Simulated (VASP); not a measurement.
A run of VASP 6.6.1 is set up as follows.

File INCAR:

```
  ALGO = Normal
  EDIFF = 1E-7
  ENCUT = 520
  GGA = PE
  ISIF = 2
  ISMEAR = 0
  LASPH = True
  LCHARG = False
  LREAL = False
  LWAVE = False
  NBANDS = 21
  NELM = 80
  PREC = Accurate
  SIGMA = 0.1
```

Contents of KPOINTS:

```
k-points
0
Gamma
  6 6 4
```

The input POSCAR:

```
MgBe2S3
1.0
    4.5379726800      0.0000000000      0.0000000000
   -2.2689863400      3.9299996300      0.0000000000
    0.0000000000      0.0000000000      6.0720966600
Mg Be S
1 2 3
Direct
    0.0000000000      0.0000000000      0.5000000000
    0.0000000000      0.0000000000      0.8657374600
    0.0000000000      0.0000000000      0.1342625400
    0.5000000000      0.0000000000      0.0000000000
    0.0000000000      0.5000000000      0.0000000000
    0.5000000000      0.5000000000      0.0000000000
```

Potentials or basis: VASP PAW PBE potentials, release 64 (Mg, Be, S).

Command:

```bash
$ cat potpaw_PBE.64/Mg/POTCAR potpaw_PBE.64/Be/POTCAR potpaw_PBE.64/S/POTCAR > POTCAR
$ mpirun -np 1 vasp_std > vasp.out
```

(1) Predict the pressure.

(2) Predict the largest force.

(3) Estimate the band gap on the k mesh.

Answers

(1) 19.1 GPa.

(2) 4.133 eV/Å.

(3) zero (band 12 reaches 5.53 eV, above the bottom of band 13 at 4.27 eV).

Caveat: forces of over 1 eV/Å act on the atoms, so gaps and moduli don't describe the material at rest.
